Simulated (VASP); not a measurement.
Crystal: Cr.

```xyz
1
Lattice="-1.4420 1.4420 1.4420 1.4420 -1.4420 1.4420 1.4420 1.4420 -1.4420" Properties=species:S:1:pos:R:3 pbc="T T T"
Cr    0.0000    0.0000    0.0000
```

Base run:

```yaml
Program: VASP 6.6.1
Functional: PBE
Potentials_or_basis: VASP PAW PBE potentials, release 64 (Cr_pv)
Cutoff: 520 eV
k_mesh: 13 × 13 × 13
Occupations: methfessel-paxton, width 0.1 eV
Spin: collinear spin, ferromagnetic start
Starting_moments: "[3.42] μB"
Fixed_moment: 3.6 μB
```

Its results: pressure 67.5 GPa; site moments Cr +3.33 μB.

Problem. The run is repeated on the same cell with these changes: fixed moment from 3.6 μB to 2.9 μB; moments at the start from [3.42] to [2.79]. What comes out?

Solution. Pressure 44.3 GPa; site moments Cr +2.70 μB.

Caveats: the total moment is fixed, so each spin has its own Fermi level.
